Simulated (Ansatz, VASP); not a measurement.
## One calculation of Be16CO, two programs

INCAR

```
SYSTEM = Be16CO
PREC = Accurate
ENCUT = 1000
EDIFF = 1E-6
ISMEAR = 0
SIGMA = 0.1
LREAL = Auto
LASPH = .True.
NELM = 120
ALGO = Normal
ISIF = 2
LWAVE = .False.
LCHARG = .False.
LDIPOL = .True.
IDIPOL = 3
DIPOL = 0.5 0.5 0.314
GGA = PE
NBANDS = 36
GGA_COMPAT = .False.
NELMDL = -8
```

KPOINTS

```
regular mesh
0
Gamma
  6 6 1
  0 0 0
```

File POSCAR:

```
Be16CO
1.0
    4.5254381410      0.0000000000      0.0000000000
   -2.2627190705      3.9191443934      0.0000000000
    0.0000000000      0.0000000000     23.4761687145
Be C O
16 1 1
Direct
    0.3333333333      0.1666666667      0.1703855535
    0.3333333333      0.6666666667      0.1703855535
    0.8333333333      0.1666666667      0.1703855535
    0.8333333333      0.6666666667      0.1703855535
    0.1666666667      0.3333333333      0.2463521558
    0.1666666667      0.8333333333      0.2463521558
    0.6666666667      0.3333333333      0.2463521558
    0.6666666667      0.8333333333      0.2463521558
    0.3333333333      0.1666666667      0.3241941575
    0.3333333333      0.6666666667      0.3241941575
    0.8333333333      0.1666666667      0.3241941575
    0.8333333333      0.6666666667      0.3241941575
    0.1666666667      0.3333333333      0.4036505628
    0.1666666667      0.8333333333      0.4036505628
    0.6666666667      0.3333333333      0.4036505628
    0.6666666667      0.8333333333      0.4036505628
    0.1666666667      0.3333333333      0.5088636421
    0.1666666667      0.3333333333      0.5582754526
```

Input for Ansatz:

```yaml
crystal:
  lattice:
    - [4.525438141, 0.0, 0.0]
    - [-2.2627190705, 3.9191443934, 0.0]
    - [0.0, 0.0, 23.4761687145]
  atoms:
    - { symbol: Be, position: [0.3333333333, 0.1666666667, 0.1703855535] }
    - { symbol: Be, position: [0.3333333333, 0.6666666667, 0.1703855535] }
    - { symbol: Be, position: [0.8333333333, 0.1666666667, 0.1703855535] }
    - { symbol: Be, position: [0.8333333333, 0.6666666667, 0.1703855535] }
    - { symbol: Be, position: [0.1666666667, 0.3333333333, 0.2463521558] }
    - { symbol: Be, position: [0.1666666667, 0.8333333333, 0.2463521558] }
    - { symbol: Be, position: [0.6666666667, 0.3333333333, 0.2463521558] }
    - { symbol: Be, position: [0.6666666667, 0.8333333333, 0.2463521558] }
    - { symbol: Be, position: [0.3333333333, 0.1666666667, 0.3241941575] }
    - { symbol: Be, position: [0.3333333333, 0.6666666667, 0.3241941575] }
    - { symbol: Be, position: [0.8333333333, 0.1666666667, 0.3241941575] }
    - { symbol: Be, position: [0.8333333333, 0.6666666667, 0.3241941575] }
    - { symbol: Be, position: [0.1666666667, 0.3333333333, 0.4036505628] }
    - { symbol: Be, position: [0.1666666667, 0.8333333333, 0.4036505628] }
    - { symbol: Be, position: [0.6666666667, 0.3333333333, 0.4036505628] }
    - { symbol: Be, position: [0.6666666667, 0.8333333333, 0.4036505628] }
    - { symbol: C, position: [0.1666666667, 0.3333333333, 0.5088636421] }
    - { symbol: O, position: [0.1666666667, 0.3333333333, 0.5582754526] }
basis:
  ecutwfc: 420
kpoints:
  mp_grid: { grid: [6, 6, 1] }
hamiltonian:
  xc: pbe
scf:
  occupations: { method: gaussian, width: 0.1 }
output:
  forces: true
  eigenvalues: true
  write_density: true
  write_potential: true
  elf: true
  volumetric_format: npy
efield:
  axis: 3
  dipole_correction: true
  ramp_width: 0.04
```

Alike in both runs: task single point; functional PBE; k mesh 6 × 6 × 1; occupations gaussian, width 0.1 eV; no spin polarisation.

```csv
,VASP,Ansatz
version,VASP 6.6.1,Ansatz 0.2.0
potentials or method,"VASP PAW PBE potentials, release 64 (Be, C_h, O_h), cutoff 1000 eV","scalar-relativistic, plane waves, PAW"
valence electrons in the cell,42,42
```

|  | VASP | Ansatz | Ansatz less VASP |
| --- | --- | --- | --- |
| gap on the k mesh at the Fermi level (eV) | none | none | - |
| rms of the force components (eV/Å) | 0.402 | 0.406 | +0.0035 |

Atom by atom the forces differ by 0.008 eV/Å (rms over components). A gap of «none» marks a metal or a gap that the smearing closes. Ansatz's warnings: xc potential rough in thin density.
